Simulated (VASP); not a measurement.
# Ga (P-1) in VASP: single point with PBE

Aim: the single point of Ga with PBE.

Program: VASP 6.6.1. These are calculated values, not measurements. Logs are shortened: lines on timing, memory, paths and dates and some standing lists are left out, and cuts for length are marked.

## (1) The cell of the first run

The typed cell holds 2 atoms: a = 4.357 Å, b = 4.276 Å, c = 3.171 Å, α = 92.20°, β = 88.98°, γ = 140.75°.

## (2) Single point, PBE (equal xy, yz and zx shear strains of -3 %)

File INCAR:

```
SYSTEM = Ga
PREC     = Accurate       ! precision mode
ENCUT    = 520            ! plane-wave cutoff, eV
EDIFF    = 1E-7           ! SCF threshold, eV
ISMEAR   = -1             ! smearing method
SIGMA    = 0.08           ! smearing width, eV
LREAL    = .FALSE.        ! projectors in reciprocal space
LASPH    = .TRUE.         ! aspherical terms in the spheres
NELM     = 60             ! most SCF steps
ALGO     = Normal         ! electronic algorithm
ISIF     = 2              ! what is computed and relaxed
LWAVE    = .FALSE.        ! write WAVECAR
LCHARG   = .FALSE.        ! write CHGCAR
GGA      = PE             ! functional
NBANDS   = 20             ! bands
```

File KPOINTS:

```
Automatic mesh
0
G
  12 12 10
  0 0 0
```

File POSCAR:

```
Ga
1.0
    1.5109750000     -4.0867500000      0.0392250000
    1.3890250000      4.0432500000     -0.0827250000
   -0.0475500000     -0.0475500000      3.1700000000
Ga
2
Direct
    0.8670000000      0.1330000000      0.2500000000
    0.1330000000      0.8670000000      0.7500000000
```

Potentials or basis: VASP PAW PBE potentials, release 64 (Ga_d).

Run with:

```sh
$ cat potpaw_PBE.64/Ga_d/POTCAR > POTCAR
$ mpirun -np 1 vasp_std > vasp.out
```

OUTCAR:

```text
SYSTEM = Ga
   PREC = Accurate
   ENCUT = 520
   EDIFF = 1E-7
   ISMEAR = -1
   LREAL = .FALSE.
   LASPH = .TRUE.
   NELM = 60
   ISIF = 2
   GGA = PE

 ion  position               nearest neighbor table
   1  0.867  0.133  0.250-   2 2.64   2 2.72   2 2.79   2 2.89   2 2.90   2 2.91
   2  0.133  0.867  0.750-   1 2.64   1 2.72   1 2.79   1 2.89   1 2.90   1 2.91

  LATTYP: Found a triclinic cell.
 ALAT       =     2.9006524266
 B/A-ratio  =     2.0832626452
 C/A-ratio  =     1.0931034483
 COS(alpha) =     0.0014039745
 COS(beta)  =     0.0297616073
 COS(gamma) =     0.7400495405

  Lattice vectors:

 A1 = (   2.9000000000,  -0.0435000000,  -0.0435000000)
 A2 = (   4.4109750000,  -4.1302500000,  -0.0042750000)
 A3 = (   0.0475500000,   0.0475500000,  -3.1700000000)

Analysis of symmetry for initial positions (statically):
=====================================================================
 Subroutine PRICEL returns:
 Original cell was already a primitive cell.

 Routine SETGRP: Setting up the symmetry group for a
 triclinic supercell.

 Subroutine GETGRP returns: Found  2 space group operations
 (whereof  2 operations were pure point group operations)
 out of a pool of  2 trial point group operations.

The static configuration has the point symmetry S_2 .

Analysis of symmetry for dynamics (positions and initial velocities):
=====================================================================
 Subroutine PRICEL returns:
 Original cell was already a primitive cell.

 Routine SETGRP: Setting up the symmetry group for a
 triclinic supercell.

 Subroutine GETGRP returns: Found  2 space group operations
 (whereof  2 operations were pure point group operations)
 out of a pool of  2 trial point group operations.

The dynamic configuration has the point symmetry S_2 .

 Subroutine INISYM returns: Found  2 space group operations
 (whereof  2 operations are pure point group operations),
 and found     1 'primitive' translations

----------------------------------------------------------------------------------------

                                     Primitive cell

  volume of cell :      37.3441

  direct lattice vectors                    reciprocal lattice vectors
     1.510975000 -4.086750000  0.039225000     0.343111222 -0.117803868  0.003379610
     1.389025000  4.043250000 -0.082725000     0.346859165  0.128311031  0.007127553
    -0.047550000 -0.047550000  3.170000000     0.004806116  0.004806116  0.315601597

  length of vectors
[... 68 lines left out ...]
   dimension x,y,z NGXF=    64 NGYF=   64 NGZF=   48
   ions per type =               2
   NGX,Y,Z   is equivalent  to a cutoff of  12.21, 12.44, 12.58 a.u.
   NGXF,Y,Z  is equivalent  to a cutoff of  24.42, 24.88, 25.17 a.u.
 SYSTEM =  Ga
   PREC   = accura    normal or accurate (medium, high low for compatibility)
   ISTART =      0    job   : 0-new  1-cont  2-samecut
   ICHARG =      2    charge: 1-file 2-atom 10-const
   ISPIN  =      1    spin polarized calculation?
   LNONCOLLINEAR =      F non collinear calculations
   LSORBIT =      F    spin-orbit coupling
   LASPH  =      T    aspherical Exc in radial PAW
   ENCUT  =  520.0 eV  38.22 Ry    6.18 a.u.   8.10  7.95  5.90*2*pi/ulx,y,z
   NELM   =     60;   NELMIN=  2; NELMDL= -5     # of ELM steps
   EDIFF  = 0.1E-06   stopping-criterion for ELM
   LREAL  =      F    real-space projection
   EDIFFG = 0.1E-05   stopping-criterion for IOM
   NSW    =      0    number of steps for IOM
   IBRION =     -1    ionic relax: 0-MD 1-quasi-New 2-CG
   NFREE  =      0    steps in history (QN), initial steepest desc. (CG)
   ISIF   =      2    stress and relaxation
   ISYM   =      2    0-nonsym 1-usesym 2-fastsym
   POTIM  = 0.5000    time-step for ionic-motion
   TEBEG  =    0.0;   TEEND  =   0.0 temperature during run
   PSTRESS=    0.0 pullay stress
   NELECT =      26.0000    total number of electrons
   NUPDOWN=      -1.0000    fix difference up-down
   EMIN   =  10.00;   EMAX   =-10.00  energy-range for DOS
   EFERMI =   0.00;   METHOD = LEGACY
   ISMEAR =    -1;   SIGMA  =   0.08  broadening in eV -4-tet -1-fermi 0-gaus
   EFERMI_NEDOS =   21; number of points for ismear=-14 and -15
   IALGO  =     38    algorithm
   IMIX   =      4    mixing-type and parameters
     AMIX     =   0.40;   BMIX     =  1.00
     AMIX_MAG =   1.60;   BMIX_MAG =  1.00
  volume/ion in A,a.u.               =      18.67       126.01
  Fermi-wavevector in a.u.,A,eV,Ry     =   1.450971  2.741938 28.644575  2.105317
  Thomas-Fermi vector in A             =   2.568522
   LORBIT       =      0    0 simple, 1 ext, 2 COOP (PROOUT), +10 PAW based schemes
   GGA     = PE    functional components
[... 5 lines left out ...]
 non-spin polarized calculation
  energy-cutoff  :      520.00
  volume of cell :       37.34
 maximum number of plane-waves:      1025
   NGX = 17   NGY = 15   NGZ = 11

 number of electron      26.0000003 magnetization

 Free energy of the ion-electron system (eV)
  ---------------------------------------------------
  ext. energy  EPLUGINS =         0.00000000
  ---------------------------------------------------
  free energy    TOTEN  =        -5.75613779 eV

  energy without entropy =       -5.73893507  energy(sigma->0) =       -5.74753643

 E-fermi :   5.6544     XC(G=0): -11.0220

 val. band max:        5.6519222231   @ k =   0.3333   0.0833   0.5000
 cond. band min:       5.6555393669   @ k =   0.5000  -0.0000   0.1000
 fundamental gap:      0.0036171437
 Fermi energy:         5.6543915952

 k-point     1 :       0.0000    0.0000    0.0000
  band No.  band energies     occupation
      1      -9.5430      2.00000
      2      -9.5209      2.00000
      3      -9.4482      2.00000
      4      -9.4343      2.00000
      5      -9.2452      2.00000
      6      -9.2291      2.00000
[... 541 lines left out ...]
     19      16.4561      0.00000
     20      17.8419      0.00000

 [... further k-points ...]
[... 5 lines left out ...]
  --------------------------------------------------------------------------------------
  -------------------------------------------------------------------------------------
  Total       -0.1097487      0.6748209      0.7293283      0.0227493      0.2310328     -0.0492849
  in kB       -4.7085616     28.9519261     31.2904651      0.9760145      9.9120298     -2.1144746
  external PRESSURE =      18.5112765 kB  Pullay stress =       0.0000000 kB

 VOLUME and BASIS-vectors are now :
 -----------------------------------------------------------------------------
  energy-cutoff  :      520.00
  volume of cell :       37.34
      direct lattice vectors                 reciprocal lattice vectors
     1.510975000 -4.086750000  0.039225000     0.343111222 -0.117803868  0.003379610
     1.389025000  4.043250000 -0.082725000     0.346859165  0.128311031  0.007127553
    -0.047550000 -0.047550000  3.170000000     0.004806116  0.004806116  0.315601597

 POSITION                                       TOTAL-FORCE (eV/Angst)
 -----------------------------------------------------------------------------------
      1.48287     -3.01735      0.81551        -0.025379      0.194926      0.016764
      1.36958      2.92630      2.31099         0.025379     -0.194926     -0.016764
 -----------------------------------------------------------------------------------
    total drift:                                0.000000      0.000000     -0.000000

  FREE ENERGIE OF THE ION-ELECTRON SYSTEM (eV)
  ---------------------------------------------------
  free  energy   TOTEN  =        -5.7561377928 eV

  energy  without entropy=       -5.7389350725  energy(sigma->0) =       -5.74753643
```

Run time: 3.7 min. Hardware: 1 thread of Intel Xeon Platinum 8488C (Sapphire Rapids), shared host; peak memory 0.5 GiB.

Results:

* Free energy: -5.7561 eV
* Pressure: 1.9 GPa
* Largest force: 0.197 eV/Å
* Band gap on the k mesh: zero (band 13 reaches 10.75 eV, above the bottom of band 14 at 1.48 eV)

Forces in eV/Å, atoms in the order of the input:
```
Ga  -0.025  0.195  0.017
Ga   0.025 -0.195 -0.017
```

Stress tensor (GPa, compression positive):
```
-0.47  0.10 -0.21
 0.10  2.90  0.99
-0.21  0.99  3.13
```

Caveat: the cell differs from its parent crystal (equal xy, yz and zx shear strains of -3 %).
